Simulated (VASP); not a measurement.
# BiP (rocksalt type) (Fm-3m) in VASP: relaxation of cell and atoms with PBE

Aim: the relaxation of cell and atoms of BiP (rocksalt type) with PBE.

All numbers are computed with VASP 6.6.1; they aren't measurements. Logs are shortened: lines on timing, memory, paths and dates and some standing lists are left out, and cuts for length are marked.

### Step 1. The cell of the first run

It takes space group Fm-3m (No. 225, cubic). The conventional cell has a = 5.303 Å, b = 5.303 Å, c = 5.303 Å, α = 90.00°, β = 90.00°, γ = 90.00°. Within 3.5 Å of Bi (site symmetry m-3m) lie 6 P at 2.65 Å. P (site symmetry m-3m) has 6 Bi at 2.65 Å within 3.5 Å.

### Step 2. Relaxation of cell and atoms, PBE

Contents of INCAR:

```
SYSTEM = BiP
ALGO = Normal
EDIFF = 1E-7
EDIFFG = -0.005
ENCUT = 600
GGA = PE
IBRION = 2
ISIF = 3
ISMEAR = -1
LASPH = .True.
LCHARG = .False.
LREAL = .False.
LWAVE = .False.
NELM = 80
NSW = 100
PREC = Accurate
SIGMA = 0.05
```

Contents of KPOINTS:

```
k-points
0
Gamma
  12 12 12
  0 0 0
```

Contents of POSCAR:

```
BiP
1.0
    0.0000000000      2.6516300699      2.6516300699
    2.6516300699      0.0000000000      2.6516300699
    2.6516300699      2.6516300699      0.0000000000
Bi P
1 1
Direct
    0.0000000000      0.0000000000      0.0000000000
    0.5000000000      0.5000000000      0.5000000000
```

Potentials or basis: VASP PAW PBE potentials, release 64 (Bi_d, P).

Launch:

```bash
cat potpaw_PBE.64/Bi_d/POTCAR potpaw_PBE.64/P/POTCAR > POTCAR
mpirun -np 1 vasp_std > vasp.out
```

OUTCAR:

```text
SYSTEM = BiP
   EDIFF = 1E-7
   EDIFFG = -0.005
   ENCUT = 600
   GGA = PE
   IBRION = 2
   ISIF = 3
   ISMEAR = -1
   LASPH = .True.
   LREAL = .False.
   NELM = 80
   NSW = 100
   PREC = Accurate

 ion  position               nearest neighbor table
   1  0.000  0.000  0.000-   2 2.65   2 2.65   2 2.65   2 2.65   2 2.65   2 2.65
   2  0.500  0.500  0.500-   1 2.65   1 2.65   1 2.65   1 2.65   1 2.65   1 2.65

  LATTYP: Found a face centered cubic cell.
 ALAT       =     5.3032601398

  Lattice vectors:

 A1 = (   0.0000000000,   2.6516300699,   2.6516300699)
 A2 = (   2.6516300699,   0.0000000000,   2.6516300699)
 A3 = (   2.6516300699,   2.6516300699,   0.0000000000)

Analysis of symmetry for initial positions (statically):
=====================================================================
 Subroutine PRICEL returns:
 Original cell was already a primitive cell.

 Routine SETGRP: Setting up the symmetry group for a
 face centered cubic supercell.

 Subroutine GETGRP returns: Found 48 space group operations
 (whereof 48 operations were pure point group operations)
 out of a pool of 48 trial point group operations.

The static configuration has the point symmetry O_h .

Analysis of symmetry for dynamics (positions and initial velocities):
=====================================================================
 Subroutine PRICEL returns:
 Original cell was already a primitive cell.

 Routine SETGRP: Setting up the symmetry group for a
 face centered cubic supercell.

 Subroutine GETGRP returns: Found 48 space group operations
 (whereof 48 operations were pure point group operations)
 out of a pool of 48 trial point group operations.

The dynamic configuration has the point symmetry O_h .

 Subroutine INISYM returns: Found 48 space group operations
 (whereof 48 operations are pure point group operations),
 and found     1 'primitive' translations

----------------------------------------------------------------------------------------

                                     Primitive cell

  volume of cell :      37.2880

  direct lattice vectors                    reciprocal lattice vectors
     0.000000000  2.651630070  2.651630070    -0.188563256  0.188563256  0.188563256
     2.651630070  0.000000000  2.651630070     0.188563256 -0.188563256  0.188563256
     2.651630070  2.651630070  0.000000000     0.188563256  0.188563256 -0.188563256

  length of vectors
     3.749971207  3.749971207  3.749971207     0.326601140  0.326601140  0.326601140

  position of ions in fractional coordinates (direct lattice)
     0.000000000  0.000000000  0.000000000
     0.500000000  0.500000000  0.500000000

  ion indices of the primitive-cell ions
   primitive index   ion index
                 1           1
                 2           2

----------------------------------------------------------------------------------------

 KPOINTS: k-points

Automatic generation of k-mesh.
 Grid dimensions read from file:
 generate k-points for:   12   12   12

 Generating k-lattice:

  Cartesian coordinates                     Fractional coordinates (reciprocal lattice)
    -0.015713605  0.015713605  0.015713605     0.083333333  0.000000000  0.000000000
     0.015713605 -0.015713605  0.015713605     0.000000000  0.083333333  0.000000000
     0.015713605  0.015713605 -0.015713605     0.000000000  0.000000000  0.083333333

  Length of vectors
     0.027216762  0.027216762  0.027216762

  Shift w.r.t. Gamma in fractional coordinates (k-lattice)
     0.000000000  0.000000000  0.000000000

 Subroutine IBZKPT returns following result:
 ===========================================

 Found     72 irreducible k-points:

 Following reciprocal coordinates:
            Coordinates               Weight
  0.000000  0.000000  0.000000      1.000000
  0.083333  0.000000  0.000000      8.000000
  0.166667  0.000000  0.000000      8.000000
  0.250000  0.000000  0.000000      8.000000
  0.333333  0.000000  0.000000      8.000000
  0.416667  0.000000  0.000000      8.000000
[... 16 lines left out ...]
  0.500000  0.166667  0.000000     24.000000
 -0.416667  0.166667  0.000000     24.000000
 [... further k-points ...]
   k-points           NKPTS =     72   k-points in BZ     NKDIM =     72   number of bands    NBANDS=     14
   number of dos      NEDOS =    301   number of ions     NIONS =      2
   total plane-waves  NPLWV =  27000
   dimension x,y,z NGX =    30 NGY =   30 NGZ =   30
   dimension x,y,z NGXF=    60 NGYF=   60 NGZF=   60
   ions per type =               1   1
   NGX,Y,Z   is equivalent  to a cutoff of  13.30, 13.30, 13.30 a.u.
   NGXF,Y,Z  is equivalent  to a cutoff of  26.60, 26.60, 26.60 a.u.
 SYSTEM =  BiP
   PREC   = accura    normal or accurate (medium, high low for compatibility)
   ISTART =      0    job   : 0-new  1-cont  2-samecut
   ICHARG =      2    charge: 1-file 2-atom 10-const
   ISPIN  =      1    spin polarized calculation?
   LNONCOLLINEAR =      F non collinear calculations
   LSORBIT =      F    spin-orbit coupling
   LASPH  =      T    aspherical Exc in radial PAW
   ENCUT  =  600.0 eV  44.10 Ry    6.64 a.u.   7.49  7.49  7.49*2*pi/ulx,y,z
   NELM   =     80;   NELMIN=  2; NELMDL= -5     # of ELM steps
   EDIFF  = 0.1E-06   stopping-criterion for ELM
   LREAL  =      F    real-space projection
   EDIFFG = -.5E-02   stopping-criterion for IOM
   NSW    =    100    number of steps for IOM
   IBRION =      2    ionic relax: 0-MD 1-quasi-New 2-CG
   NFREE  =      1    steps in history (QN), initial steepest desc. (CG)
   ISIF   =      3    stress and relaxation
   ISYM   =      2    0-nonsym 1-usesym 2-fastsym
   POTIM  = 0.5000    time-step for ionic-motion
   TEBEG  =    0.0;   TEEND  =   0.0 temperature during run
   PSTRESS=    0.0 pullay stress
   NELECT =      20.0000    total number of electrons
   NUPDOWN=      -1.0000    fix difference up-down
   EMIN   =  10.00;   EMAX   =-10.00  energy-range for DOS
   EFERMI =   0.00;   METHOD = LEGACY
   ISMEAR =    -1;   SIGMA  =   0.05  broadening in eV -4-tet -1-fermi 0-gaus
   EFERMI_NEDOS =   21; number of points for ismear=-14 and -15
   IALGO  =     38    algorithm
   IMIX   =      4    mixing-type and parameters
     AMIX     =   0.40;   BMIX     =  1.00
     AMIX_MAG =   1.60;   BMIX_MAG =  1.00
  volume/ion in A,a.u.               =      18.64       125.82
  Fermi-wavevector in a.u.,A,eV,Ry     =   1.330133  2.513588 24.072177  1.769255
  Thomas-Fermi vector in A             =   2.459243
   LORBIT       =      0    0 simple, 1 ext, 2 COOP (PROOUT), +10 PAW based schemes
   GGA     = PE    functional components
   LHFCALC =     F    Hartree Fock is set to
   AEXX    =    0.0000 exact exchange contribution
   IVDW    =     0    specifies the selected vdW correction
   LEPSILON=     F    determine dielectric tensor
   LRPA    =     F    only Hartree local field effects (RPA)
 conjugate gradient relaxation of ions
 non-spin polarized calculation
  energy-cutoff  :      600.00
  volume of cell :       37.29
 maximum number of plane-waves:      1267
 NGX is ok and might be reduce to    30
   NGX = 15   NGY = 15   NGZ = 15

--------------------------------------- Ionic step        1  -------------------------------------------

 number of electron      20.0000004 magnetization

 Free energy of the ion-electron system (eV)
  ---------------------------------------------------
  ext. energy  EPLUGINS =         0.00000000
  ---------------------------------------------------
  free energy    TOTEN  =        -7.85712552 eV

  energy without entropy =       -7.85113117  energy(sigma->0) =       -7.85412835

 E-fermi :  11.5241     XC(G=0): -11.5468

 val. band max:       11.5167449793   @ k =   0.4167   0.0000   0.0000
 cond. band min:      11.5301536071   @ k =  -0.4167   0.1667   0.0833
 fundamental gap:      0.0134086278
 Fermi energy:        11.5241022005

 k-point     1 :       0.0000    0.0000    0.0000
  band No.  band energies     occupation
      1     -11.9698      2.00000
      2     -11.9698      2.00000
      3     -11.9596      2.00000
      4     -11.9596      2.00000
      5     -11.9596      2.00000
      6      -5.1277      2.00000
      7       7.8444      2.00000
      8       8.9385      2.00000
      9       8.9385      2.00000
     10       8.9385      2.00000
     11      16.5769      0.00000
     12      16.5769      0.00000
[... 911 lines left out ...]
  FREE ENERGIE OF THE ION-ELECTRON SYSTEM (eV)
  ---------------------------------------------------
  free  energy   TOTEN  =        -9.0365430904 eV

  energy  without entropy=       -9.0353957557  energy(sigma->0) =       -9.03596942

[... ionic steps 4 to 18 ...]

--------------------------------------- Ionic step       19  -------------------------------------------

 number of electron      20.0000009 magnetization

------------------------ aborting loop because EDIFF is reached ----------------------------------------

  FORCE on cell =-STRESS in cart. coord.  units (eV):
  Direction    XX          YY          ZZ          XY          YZ          ZX
  --------------------------------------------------------------------------------------
  -------------------------------------------------------------------------------------
  Total        0.0175151      0.0175151      0.0175151     -0.0000000     -0.0000000      0.0000000
  in kB        0.5617953      0.5617953      0.5617953     -0.0000000     -0.0000000      0.0000000
  external PRESSURE =       0.5617953 kB  Pullay stress =       0.0000000 kB
[... 57 lines left out ...]
  energy  without entropy=       -9.0363306215  energy(sigma->0) =       -9.03692894

--------------------------------------- Ionic step       21  -------------------------------------------

 number of electron      20.0000009 magnetization

 Free energy of the ion-electron system (eV)
  ---------------------------------------------------
  ext. energy  EPLUGINS =         0.00000000
  ---------------------------------------------------
  free energy    TOTEN  =        -9.03754068 eV

  energy without entropy =       -9.03633761  energy(sigma->0) =       -9.03693914

 E-fermi :   7.2412     XC(G=0): -10.1389

 val. band max:        7.2406200146   @ k =   0.5000   0.0000   0.0000
 cond. band min:       7.2848972714   @ k =   0.5000   0.0000   0.0000
 fundamental gap:      0.0442772568
 Fermi energy:         7.2412265168

 k-point     1 :       0.0000    0.0000    0.0000
  band No.  band energies     occupation
      1     -15.9119      2.00000
      2     -15.9119      2.00000
      3     -15.9119      2.00000
      4     -15.9044      2.00000
      5     -15.9044      2.00000
      6      -6.5983      2.00000
      7       1.5616      2.00000
      8       5.5061      2.00000
      9       5.5061      2.00000
     10       5.5061      2.00000
     11      11.1708      0.00000
     12      11.1708      0.00000
[... 422 lines left out ...]
  FREE ENERGIE OF THE ION-ELECTRON SYSTEM (eV)
  ---------------------------------------------------
  free  energy   TOTEN  =        -9.0375406755 eV

  energy  without entropy=       -9.0363376128  energy(sigma->0) =       -9.03693914

 reached required accuracy - stopping structural energy minimisation
```

Run time: 3.8 min. Hardware: 1 thread of Intel Xeon 6975P-C (Granite Rapids), shared host; peak memory 0.21 GiB.

Results:

```yaml
Free_energy: -9.0375 eV
Relaxed_volume: 25.00 Å³/atom
Relaxed_cell: a = 4.135 Å, b = 4.135 Å, c = 4.135 Å, α = 60.00°, β = 60.00°, γ = 60.00°
Space_group_after_relaxing_to_0.1_Å: Fm-3m (No. 225)
Energy_gained_by_relaxing: 590.2 meV/atom
Ionic_steps: 21
Pressure_after_relaxing: 0.0 GPa
Band_gap_on_the_k_mesh: 0.04 eV
```

Step by step:
| step | energy change (eV) | largest force (eV/Å) | pressure (GPa) | volume (Å³) |
| --- | --- | --- | --- | --- |
| 1 | 0.0000 | 0.0000 | 38.32 | 37.29 |
| 2 | -0.4380 | 0.0000 | -10.76 | 66.90 |
| 3 | -1.1794 | 0.0000 | -0.67 | 50.47 |
| 4 | -1.1803 | 0.0000 | -0.20 | 50.13 |
| 5 | -1.1803 | 0.0000 | 0.20 | 49.85 |
| 6 | -1.1803 | 0.0000 | 0.21 | 49.85 |
| 7 | -1.1803 | 0.0000 | 0.20 | 49.86 |
| 8 | -1.1803 | 0.0000 | 0.19 | 49.86 |
| 9 | -1.1803 | 0.0000 | 0.19 | 49.86 |
| 10 | -1.1803 | 0.0000 | 0.19 | 49.86 |
| 11 | -1.1803 | 0.0000 | 0.19 | 49.86 |
| 12 | -1.1803 | 0.0000 | 0.19 | 49.86 |
| 13 | -1.1803 | 0.0000 | 0.19 | 49.86 |
| 14 | -1.1803 | 0.0000 | 0.20 | 49.86 |
| 15 | -1.1803 | 0.0000 | 0.19 | 49.86 |
| 16 | -1.1804 | 0.0000 | 0.18 | 49.87 |
| 17 | -1.1804 | 0.0000 | 0.16 | 49.88 |
| 18 | -1.1804 | 0.0000 | 0.12 | 49.90 |
| 19 | -1.1804 | 0.0000 | 0.06 | 49.95 |
| 20 | -1.1804 | 0.0000 | -0.08 | 50.04 |
| 21 | -1.1804 | 0.0000 | 0.00 | 49.99 |

Final structure:
```xyz
2
Lattice="0.0000 2.9238 2.9238 2.9238 0.0000 2.9238 2.9238 2.9238 0.0000" Properties=species:S:1:pos:R:3 pbc="T T T"
Bi    0.0000    0.0000    0.0000
P     2.9238    2.9238    2.9238
```

Caveat: the volume moved by over 15 % at a fixed basis, so the end points are rough; spin-orbit coupling is left out, which moves the levels of the heavy elements. A k mesh can miss the band edges.
